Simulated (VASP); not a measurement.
# CdSe (F-43m) in VASP: single point with LDA

Aim: the single point of CdSe with LDA.

All numbers are computed with VASP 6.6.1; they aren't measurements. Logs are shortened: lines on timing, memory, paths and dates and some standing lists are left out, and cuts for length are marked.

### 1 The cell of the first run

Symmetry: F-43m, No. 216, cubic system. The conventional cell has a = 6.141 Å, b = 6.141 Å, c = 6.141 Å, α = 90.00°, β = 90.00°, γ = 90.00°. Within 3.5 Å of Cd (site symmetry -43m) lie 4 Se at 2.66 Å. Se (site symmetry -43m) has 4 Cd at 2.66 Å within 3.5 Å.

### 2 Single point, LDA

File INCAR:

```
PREC     = Accurate       # precision mode
ENCUT    = 500            # plane-wave cutoff, eV
EDIFF    = 1E-6           # SCF threshold, eV
ISMEAR   = 0              # smearing method
SIGMA    = 0.01           # smearing width, eV
LREAL    = F              # projectors in reciprocal space
LASPH    = T              # aspherical terms in the spheres
NELM     = 120            # most SCF steps
ALGO     = Normal         # electronic algorithm
ISIF     = 2              # what is computed and relaxed
LWAVE    = F              # write WAVECAR
LCHARG   = T              # write CHGCAR
GGA      = CA             # functional
LELF     = T              # ELF
LVHAR    = T            
NBANDS   = 16             # bands
GGA_COMPAT= F
```

File KPOINTS:

```
regular mesh
0
Gamma
  6 6 6
```

File POSCAR:

```
CdSe
1.0
    0.0000000000      3.0702710000      3.0702710000
    3.0702710000      0.0000000000      3.0702710000
    3.0702710000      3.0702710000      0.0000000000
Cd Se
1 1
Direct
    0.0000000000      0.0000000000      0.0000000000
    0.7500000000      0.7500000000      0.7500000000
```

Potentials or basis: VASP PAW LDA potentials, release 64 (Cd, Se).

The run is started by

```
$ cat potpaw_LDA.64/Cd/POTCAR potpaw_LDA.64/Se/POTCAR > POTCAR
$ mpirun -np 1 vasp_std > vasp.out
```

OUTCAR:

```text
PREC = Accurate
   ENCUT = 500
   EDIFF = 1E-6
   ISMEAR = 0
   LREAL = F
   LASPH = T
   NELM = 120
   ISIF = 2
   GGA = CA

 ion  position               nearest neighbor table
   1  0.000  0.000  0.000-   2 2.66   2 2.66   2 2.66   2 2.66
   2  0.750  0.750  0.750-   1 2.66   1 2.66   1 2.66   1 2.66

  LATTYP: Found a face centered cubic cell.
 ALAT       =     6.1405420000

  Lattice vectors:

 A1 = (   0.0000000000,   3.0702710000,   3.0702710000)
 A2 = (   3.0702710000,   0.0000000000,   3.0702710000)
 A3 = (   3.0702710000,   3.0702710000,   0.0000000000)

Analysis of symmetry for initial positions (statically):
=====================================================================
 Subroutine PRICEL returns:
 Original cell was already a primitive cell.

 Routine SETGRP: Setting up the symmetry group for a
 face centered cubic supercell.

 Subroutine GETGRP returns: Found 24 space group operations
 (whereof 24 operations were pure point group operations)
 out of a pool of 48 trial point group operations.

The static configuration has the point symmetry T_d .

Analysis of symmetry for dynamics (positions and initial velocities):
=====================================================================
 Subroutine PRICEL returns:
 Original cell was already a primitive cell.

 Routine SETGRP: Setting up the symmetry group for a
 face centered cubic supercell.

 Subroutine GETGRP returns: Found 24 space group operations
 (whereof 24 operations were pure point group operations)
 out of a pool of 48 trial point group operations.

The dynamic configuration has the point symmetry T_d .

 Subroutine INISYM returns: Found 24 space group operations
 (whereof 24 operations are pure point group operations),
 and found     1 'primitive' translations

----------------------------------------------------------------------------------------

                                     Primitive cell

  volume of cell :      57.8842

  direct lattice vectors                    reciprocal lattice vectors
     0.000000000  3.070271000  3.070271000    -0.162852074  0.162852074  0.162852074
     3.070271000  0.000000000  3.070271000     0.162852074 -0.162852074  0.162852074
     3.070271000  3.070271000  0.000000000     0.162852074  0.162852074 -0.162852074

  length of vectors
     4.342018888  4.342018888  4.342018888     0.282068066  0.282068066  0.282068066

[... 69 lines left out ...]
   ENCUT  =  500.0 eV  36.75 Ry    6.06 a.u.   7.92  7.92  7.92*2*pi/ulx,y,z
   NELM   =    120;   NELMIN=  2; NELMDL= -5     # of ELM steps
   EDIFF  = 0.1E-05   stopping-criterion for ELM
   LREAL  =      F    real-space projection
   EDIFFG = 0.1E-04   stopping-criterion for IOM
   NSW    =      0    number of steps for IOM
   IBRION =     -1    ionic relax: 0-MD 1-quasi-New 2-CG
   NFREE  =      0    steps in history (QN), initial steepest desc. (CG)
   ISIF   =      2    stress and relaxation
   ISYM   =      2    0-nonsym 1-usesym 2-fastsym
   POTIM  = 0.5000    time-step for ionic-motion
   TEBEG  =    0.0;   TEEND  =   0.0 temperature during run
   PSTRESS=    0.0 pullay stress
   NELECT =      18.0000    total number of electrons
   NUPDOWN=      -1.0000    fix difference up-down
   EMIN   =  10.00;   EMAX   =-10.00  energy-range for DOS
   EFERMI =   0.00;   METHOD = LEGACY
   ISMEAR =     0;   SIGMA  =   0.01  broadening in eV -4-tet -1-fermi 0-gaus
   EFERMI_NEDOS =   21; number of points for ismear=-14 and -15
   IALGO  =     38    algorithm
   IMIX   =      4    mixing-type and parameters
     AMIX     =   0.40;   BMIX     =  1.00
     AMIX_MAG =   1.60;   BMIX_MAG =  1.00
  volume/ion in A,a.u.               =      28.94       195.31
  Fermi-wavevector in a.u.,A,eV,Ry     =   1.109121  2.095935 16.737201  1.230150
  Thomas-Fermi vector in A             =   2.245657
   LORBIT       =      0    0 simple, 1 ext, 2 COOP (PROOUT), +10 PAW based schemes
   GGA     = CA    functional components
   LHFCALC =     F    Hartree Fock is set to
   AEXX    =    0.0000 exact exchange contribution
   IVDW    =     0    specifies the selected vdW correction
   LEPSILON=     F    determine dielectric tensor
   LRPA    =     F    only Hartree local field effects (RPA)
 non-spin polarized calculation
 Gauss-broadening in eV      SIGMA  =   0.01
  energy-cutoff  :      500.00
  volume of cell :       57.88
 maximum number of plane-waves:      1484
   NGX = 15   NGY = 15   NGZ = 15

 number of electron      18.0000006 magnetization

 Free energy of the ion-electron system (eV)
  ---------------------------------------------------
  ext. energy  EPLUGINS =         0.00000000
  ---------------------------------------------------
  free energy    TOTEN  =        -6.72668245 eV

  energy without entropy =       -6.72668245  energy(sigma->0) =       -6.72668245

 E-fermi :   0.6681     XC(G=0):  -9.1641

 val. band max:        0.5861676868   @ k =   0.0000   0.0000   0.0000
 cond. band min:       0.8879252878   @ k =   0.0000   0.0000   0.0000
 fundamental gap:      0.3017576011
 Fermi energy:         0.6680938226

 k-point     1 :       0.0000    0.0000    0.0000
  band No.  band energies     occupation
      1     -11.9030      2.00000
      2      -7.2736      2.00000
      3      -7.2736      2.00000
      4      -7.2736      2.00000
      5      -6.9246      2.00000
      6      -6.9246      2.00000
[... 281 lines left out ...]
      3      -7.0823      2.00000
      4      -6.9843      2.00000
      5      -6.8987      2.00000
      6      -6.5045      2.00000
[... 8 lines left out ...]
     15      13.1376      0.00000
     16      13.3798      0.00000

------------------------ aborting loop because EDIFF is reached ----------------------------------------

  FORCE on cell =-STRESS in cart. coord.  units (eV):
  Direction    XX          YY          ZZ          XY          YZ          ZX
  --------------------------------------------------------------------------------------
  -------------------------------------------------------------------------------------
  Total       -1.0435768     -1.0435768     -1.0435768      0.0000000      0.0000000      0.0000000
  in kB      -28.8851656    -28.8851656    -28.8851656      0.0000000      0.0000000      0.0000000
  external PRESSURE =     -28.8851656 kB  Pullay stress =       0.0000000 kB

 VOLUME and BASIS-vectors are now :
 -----------------------------------------------------------------------------
  energy-cutoff  :      500.00
  volume of cell :       57.88
      direct lattice vectors                 reciprocal lattice vectors
     0.000000000  3.070271000  3.070271000    -0.162852074  0.162852074  0.162852074
     3.070271000  0.000000000  3.070271000     0.162852074 -0.162852074  0.162852074
     3.070271000  3.070271000  0.000000000     0.162852074  0.162852074 -0.162852074

 POSITION                                       TOTAL-FORCE (eV/Angst)
 -----------------------------------------------------------------------------------
      0.00000      0.00000      0.00000        -0.000000     -0.000000     -0.000000
      4.60541      4.60541      4.60541         0.000000      0.000000      0.000000
 -----------------------------------------------------------------------------------
    total drift:                                0.000000      0.000000      0.000000

  FREE ENERGIE OF THE ION-ELECTRON SYSTEM (eV)
  ---------------------------------------------------
  free  energy   TOTEN  =        -6.7266824464 eV

  energy  without entropy=       -6.7266824464  energy(sigma->0) =       -6.72668245
```

OSZICAR:

```text
N       E                     dE             d eps       ncg     rms          rms(c)
DAV:   1     0.108154067454E+03    0.10815E+03   -0.84593E+03   528   0.964E+02
DAV:   2    -0.304209066935E+01   -0.11120E+03   -0.10540E+03   608   0.247E+02
DAV:   3    -0.708633490818E+01   -0.40442E+01   -0.40373E+01   640   0.500E+01
DAV:   4    -0.710392354122E+01   -0.17589E-01   -0.17588E-01   624   0.322E+00
DAV:   5    -0.710403758449E+01   -0.11404E-03   -0.11404E-03   624   0.224E-01    0.583E+00
DAV:   6    -0.675703245622E+01    0.34701E+00   -0.52518E-01   752   0.888E+00    0.465E+00
DAV:   7    -0.673035731396E+01    0.26675E-01   -0.10995E-01   592   0.232E+00    0.202E+00
DAV:   8    -0.672697379612E+01    0.33835E-02   -0.11315E-02   576   0.129E+00    0.201E-01
DAV:   9    -0.672668858010E+01    0.28522E-03   -0.12267E-03   624   0.464E-01    0.424E-02
DAV:  10    -0.672667734769E+01    0.11232E-04   -0.10947E-04   568   0.141E-01    0.359E-02
DAV:  11    -0.672668287345E+01   -0.55258E-05   -0.17658E-05   656   0.359E-02    0.138E-02
DAV:  12    -0.672668244639E+01    0.42705E-06   -0.10144E-06   408   0.138E-02
   1 F= -.67266824E+01 E0= -.67266824E+01  d E =-.555447E-33
```

It took 9.1 s on 1 thread of Intel Xeon Platinum 8259CL at 2.50GHz (Skylake/Cascade Lake), shared host; peak memory 0.15 GiB.

Results:

- Free energy: -6.7267 eV
- Pressure: -2.9 GPa
- Band gap on the k mesh: 0.30 eV, direct
